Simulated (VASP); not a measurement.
A run of VASP 6.6.1 is set up as follows.

Contents of INCAR:

```
  ALGO = Normal
  EDIFF = 1E-7
  ENCUT = 520
  GGA = PS
  ISIF = 2
  ISMEAR = 1
  LASPH = T
  LCHARG = F
  LREAL = F
  LWAVE = F
  NBANDS = 35
  NELM = 80
  PREC = Accurate
  SIGMA = 0.1
```

The input KPOINTS:

```
k-points
0
Gamma
  12 12 2
```

POSCAR

```
SnO2
1.0
    3.3348634954      0.0000000000      0.0000000000
   -1.6674317477      2.8880720158      0.0000000000
    0.0000000000      0.0000000000     11.1388805226
Sn O
2 4
Direct
    0.0000000000      0.0000000000      0.5000000000
    0.0000000000      0.0000000000      0.0000000000
    0.6666666667      0.3333333333      0.4058600000
    0.6666666667      0.3333333333      0.0941400000
    0.3333333333      0.6666666667      0.5941400000
    0.3333333333      0.6666666667      0.9058600000
```

Potentials or basis: VASP PAW PBE potentials, release 64 (Sn_d, O).

Launch:

```bash
$ cat potpaw_PBE.64/Sn_d/POTCAR potpaw_PBE.64/O/POTCAR > POTCAR
$ mpirun -np 1 vasp_std > vasp.out
```

Problem. Estimate the largest force.

Solution. 1.166 eV/Å.

Problem. Predict the band gap on the k mesh.

Solution. 1.55 eV (least direct gap 1.83 eV).

Forces on the atoms (eV/Å):
```
Sn   0.000  0.000  0.000
Sn   0.000  0.000  0.000
O    0.000  0.000  1.166
O    0.000  0.000 -1.166
O    0.000  0.000 -1.166
O    0.000  0.000  1.166
```

Caveat: the cell stands under tension; the PAW data sets were made with another functional, which shifts forces and pressure a little; spin-orbit coupling is left out, which moves the levels of the heavy elements. A k mesh can miss the band edges.
